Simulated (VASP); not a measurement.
# ReBi (zincblende type) (F-43m) in VASP: single point with PBE

Aim: the single point of ReBi (zincblende type) with PBE.

Program: VASP 6.6.1. These are calculated values, not measurements. Logs are shortened: lines on timing, memory, paths and dates and some standing lists are left out, and cuts for length are marked.

## Step 1: The cell of the first run

It takes space group F-43m (No. 216, cubic). Conventional cell: a = 5.192 Å, b = 5.192 Å, c = 5.192 Å, α = 90.00°, β = 90.00°, γ = 90.00°. Within 3.0 Å of Re (site symmetry -43m) lie 4 Bi at 2.25 Å. Bi (site symmetry -43m) has 4 Re at 2.25 Å within 3.0 Å.

## Step 2: Single point, PBE (17.49 Å³/atom)

Contents of POSCAR:

```
ReBi
1.0
    0.0000000000      2.5959095560      2.5959095560
    2.5959095560      0.0000000000      2.5959095560
    2.5959095560      2.5959095560      0.0000000000
Re Bi
1 1
Direct
    0.0000000000      0.0000000000      0.0000000000
    0.2500000000      0.2500000000      0.2500000000
```

Contents of INCAR.step1:

```
ALGO     = Normal         # electronic algorithm
EDIFF    = 1E-7           # SCF threshold, eV
ENCUT    = 520            # plane-wave cutoff, eV
GGA      = PE             # functional
ISIF     = 2              # what is computed and relaxed
ISMEAR   = -1             # smearing method
LASPH    = T              # aspherical terms in the spheres
LCHARG   = T              # write CHGCAR
LMAXMIX  = 4              # l up to which the mixer works
LREAL    = F              # projectors in reciprocal space
LWAVE    = F              # write WAVECAR
NBANDS   = 18             # bands
NELM     = 60             # most SCF steps
PREC     = Accurate       # precision mode
SIGMA    = 0.1            # smearing width, eV
```

Contents of KPOINTS.step1:

```
k-points
0
Gamma
  11 11 11
```

Contents of INCAR.step2:

```
ALGO     = Normal         # electronic algorithm
EDIFF    = 1E-7           # SCF threshold, eV
ENCUT    = 520            # plane-wave cutoff, eV
GGA      = PE             # functional
ICHARG   = 11             # starting density
ISIF     = 2              # what is computed and relaxed
ISMEAR   = -5             # smearing method
LASPH    = T              # aspherical terms in the spheres
LCHARG   = F              # write CHGCAR
LMAXMIX  = 4              # l up to which the mixer works
LORBIT   = 11             # projections on sites
LREAL    = F              # projectors in reciprocal space
LWAVE    = F              # write WAVECAR
NEDOS    = 1001           # points of the DOS
NELM     = 60             # most SCF steps
PREC     = Accurate       # precision mode
SIGMA    = 0.1            # smearing width, eV
```

Contents of KPOINTS.step2:

```
k-points
0
Gamma
  17 17 17
```

Potentials or basis: VASP PAW PBE potentials, release 64 (Re, Bi_d).

Run with:

```
cat potpaw_PBE.64/Re/POTCAR potpaw_PBE.64/Bi_d/POTCAR > POTCAR
cp INCAR.step1 INCAR
cp KPOINTS.step1 KPOINTS
mpirun -np 1 vasp_std > vasp.out
cp INCAR.step2 INCAR
cp KPOINTS.step2 KPOINTS
mpirun -np 1 vasp_std > vasp.out
```

OUTCAR:

```text
EDIFF = 1E-7
   ENCUT = 520
   GGA = PE
   ICHARG = 11
   ISIF = 2
   ISMEAR = -5
   LASPH = T
   LORBIT = 11
   LREAL = F
   NELM = 60
   PREC = Accurate

 ion  position               nearest neighbor table
   1  0.000  0.000  0.000-   2 2.25   2 2.25   2 2.25   2 2.25
   2  0.250  0.250  0.250-   1 2.25   1 2.25   1 2.25   1 2.25

  LATTYP: Found a face centered cubic cell.
 ALAT       =     5.1918191120

  Lattice vectors:

 A1 = (   0.0000000000,   2.5959095560,   2.5959095560)
 A2 = (   2.5959095560,   0.0000000000,   2.5959095560)
 A3 = (   2.5959095560,   2.5959095560,   0.0000000000)

Analysis of symmetry for initial positions (statically):
=====================================================================
 Subroutine PRICEL returns:
 Original cell was already a primitive cell.

 Routine SETGRP: Setting up the symmetry group for a
 face centered cubic supercell.

 Subroutine GETGRP returns: Found 24 space group operations
 (whereof 24 operations were pure point group operations)
 out of a pool of 48 trial point group operations.

The static configuration has the point symmetry T_d .

Analysis of symmetry for dynamics (positions and initial velocities):
=====================================================================
 Subroutine PRICEL returns:
 Original cell was already a primitive cell.

 Routine SETGRP: Setting up the symmetry group for a
 face centered cubic supercell.

 Subroutine GETGRP returns: Found 24 space group operations
 (whereof 24 operations were pure point group operations)
 out of a pool of 48 trial point group operations.

The dynamic configuration has the point symmetry T_d .

 Subroutine INISYM returns: Found 24 space group operations
 (whereof 24 operations are pure point group operations),
 and found     1 'primitive' translations

----------------------------------------------------------------------------------------

                                     Primitive cell

  volume of cell :      34.9864

  direct lattice vectors                    reciprocal lattice vectors
     0.000000000  2.595909556  2.595909556    -0.192610717  0.192610717  0.192610717
     2.595909556  0.000000000  2.595909556     0.192610717 -0.192610717  0.192610717
     2.595909556  2.595909556  0.000000000     0.192610717  0.192610717 -0.192610717

  length of vectors
     3.671170501  3.671170501  3.671170501     0.333611547  0.333611547  0.333611547

[... 98 lines left out ...]
   EFERMI_NEDOS =   21; number of points for ismear=-14 and -15
   IALGO  =     38    algorithm
   IMIX   =      4    mixing-type and parameters
     AMIX     =   0.40;   BMIX     =  1.00
     AMIX_MAG =   1.60;   BMIX_MAG =  1.00
  volume/ion in A,a.u.               =      17.49       118.05
  Fermi-wavevector in a.u.,A,eV,Ry     =   1.402543  2.650422 26.764384  1.967127
  Thomas-Fermi vector in A             =   2.525294
   LORBIT       =     11    0 simple, 1 ext, 2 COOP (PROOUT), +10 PAW based schemes
   GGA     = PE    functional components
   LHFCALC =     F    Hartree Fock is set to
   AEXX    =    0.0000 exact exchange contribution
   IVDW    =     0    specifies the selected vdW correction
   LEPSILON=     F    determine dielectric tensor
   LRPA    =     F    only Hartree local field effects (RPA)
 non-spin polarized calculation
 Fermi weights with tetrahedron method with Bloechl corrections
  energy-cutoff  :      520.00
  volume of cell :       34.99
 maximum number of plane-waves:       956

 number of electron      22.0000007 magnetization

 Free energy of the ion-electron system (eV)
  ---------------------------------------------------
  ext. energy  EPLUGINS =         0.00000000
  ---------------------------------------------------
  free energy    TOTEN  =        -4.94758637 eV

  energy without entropy =       -4.94758637  energy(sigma->0) =       -4.94758637

 E-fermi :  10.8935     XC(G=0): -12.6104

 val. band max:       10.8804715426   @ k =  -0.4118   0.4118   0.1765
 cond. band min:      10.9048218377   @ k =  -0.4706   0.1176   0.0000
 fundamental gap:      0.0243502951
 Fermi energy:        10.8934746690

 k-point     1 :       0.0000    0.0000    0.0000
  band No.  band energies     occupation
      1     -12.4370      2.00000
      2     -12.4370      2.00000
      3     -12.4305      2.00000
      4     -12.4305      2.00000
      5     -12.4305      2.00000
      6      -4.0140      2.00000
      7       6.5155      2.00000
      8       6.5155      2.00000
      9       6.5155      2.00000
     10      10.3998      2.00000
     11      10.3998      2.00000
     12      15.8943      0.00000
     13      19.5575      0.00000
     14      19.5575      0.00000
[... 401 lines left out ...]
      2     -12.4843      2.00000
      3     -12.4524      2.00000
      4     -12.4002      2.00000
      5     -12.3702      2.00000
      6      -3.6356      2.00000
      7       5.9850      2.00000
      8       6.6782      2.00000
      9       6.6826      2.00000
     10      10.1723      2.00000
     11      10.2868      2.00000
     12      16.6859      0.00000
     13      17.8456      0.00000
     14      18.9843      0.00000
     15      20.2213      0.00000

 [... further k-points ...]

------------------------ aborting loop because EDIFF is reached ----------------------------------------

  FORCE on cell =-STRESS in cart. coord.  units (eV):
  Direction    XX          YY          ZZ          XY          YZ          ZX
  --------------------------------------------------------------------------------------
  -------------------------------------------------------------------------------------
  Total       33.6033763     33.6033763     33.6033763      0.0000000      0.0000000      0.0000000
  in kB     1538.8448342   1538.8448342   1538.8448342      0.0000000      0.0000000      0.0000000
  external PRESSURE =    1538.8448342 kB  Pullay stress =       0.0000000 kB

 VOLUME and BASIS-vectors are now :
 -----------------------------------------------------------------------------
  energy-cutoff  :      520.00
  volume of cell :       34.99
      direct lattice vectors                 reciprocal lattice vectors
     0.000000000  2.595909556  2.595909556    -0.192610717  0.192610717  0.192610717
     2.595909556  0.000000000  2.595909556     0.192610717 -0.192610717  0.192610717
     2.595909556  2.595909556  0.000000000     0.192610717  0.192610717 -0.192610717

 POSITION                                       TOTAL-FORCE (eV/Angst)
 -----------------------------------------------------------------------------------
      0.00000      0.00000      0.00000         0.000000      0.000000      0.000000
      1.29795      1.29795      1.29795        -0.000000     -0.000000     -0.000000
 -----------------------------------------------------------------------------------
    total drift:                                0.000000      0.000000      0.000000

  FREE ENERGIE OF THE ION-ELECTRON SYSTEM (eV)
  ---------------------------------------------------
  free  energy   TOTEN  =        -4.9475863746 eV

  energy  without entropy=       -4.9475863746  energy(sigma->0) =       -4.94758637

 total charge

# of ion       s       p       d       tot
------------------------------------------
    1        0.663   0.569   6.178   7.410
    2        1.485   2.232  10.217  13.934
--------------------------------------------------
tot          2.148   2.801  16.395  21.344
```

OUTCAR.step1:

```text
EDIFF = 1E-7
   ENCUT = 520
   GGA = PE
   ISIF = 2
   ISMEAR = -1
[... 724 lines left out ...]
 -----------------------------------------------------------------------------------
      0.00000      0.00000      0.00000        -0.000000     -0.000000     -0.000000
      1.29795      1.29795      1.29795         0.000000      0.000000      0.000000
 -----------------------------------------------------------------------------------
    total drift:                                0.000000      0.000000      0.000000

  FREE ENERGIE OF THE ION-ELECTRON SYSTEM (eV)
  ---------------------------------------------------
  free  energy   TOTEN  =        -4.9673465202 eV

  energy  without entropy=       -4.9138148990  energy(sigma->0) =       -4.94058071
```

OSZICAR.step1:

```text
N       E                     dE             d eps       ncg     rms          rms(c)
DAV:   1     0.170686381802E+03    0.17069E+03   -0.12292E+04  3060   0.168E+03
DAV:   2     0.450891451989E+01   -0.16618E+03   -0.16073E+03  3108   0.552E+02
DAV:   3    -0.527459227342E+01   -0.97835E+01   -0.96949E+01  3422   0.130E+02
DAV:   4    -0.545014670941E+01   -0.17555E+00   -0.17545E+00  3276   0.128E+01
DAV:   5    -0.545775086019E+01   -0.76042E-02   -0.76031E-02  3294   0.239E+00    0.404E+01
DAV:   6    -0.510013636651E+01    0.35761E+00   -0.45317E-01  3824   0.147E+01    0.291E+01
DAV:   7    -0.497632897294E+01    0.12381E+00   -0.12090E-01  3536   0.437E+00    0.467E+00
DAV:   8    -0.496758940500E+01    0.87396E-02   -0.77653E-03  3296   0.121E+00    0.293E-01
DAV:   9    -0.496734439554E+01    0.24501E-03   -0.10872E-03  3356   0.464E-01    0.446E-02
DAV:  10    -0.496734483450E+01   -0.43895E-06   -0.55426E-05  3184   0.924E-02    0.243E-02
DAV:  11    -0.496734585773E+01   -0.10232E-05   -0.49048E-06  3398   0.254E-02    0.566E-03
DAV:  12    -0.496734642836E+01   -0.57063E-06   -0.56550E-07  2744   0.118E-02    0.425E-04
DAV:  13    -0.496734652017E+01   -0.91804E-07   -0.26557E-08  2000   0.186E-03
   1 F= -.49673465E+01 E0= -.49405807E+01  d E =-.535316E-01
```

Run time: 79 s. Hardware: 1 thread of Intel Xeon Platinum 8488C (Sapphire Rapids), shared host; peak memory 0.22 GiB.

What came out:

```
Valence electrons inside the program's atomic spheres : Re 7.41; Bi 13.93
```

Levels at points of the mesh, in eV from the valence-band top:
| k point | band 7 | band 8 | band 9 | band 10 | band 11 | band 12 | band 13 | band 14 | band 15 |
| --- | --- | --- | --- | --- | --- | --- | --- | --- | --- |
| (0.00, 0.00, 0.00) | -4.36 | -4.36 | -4.36 | -0.48 | -0.48 | 5.01 | 8.68 | 8.68 | 8.68 |

Caveat: spin-orbit coupling is left out, which moves the levels of the heavy elements.
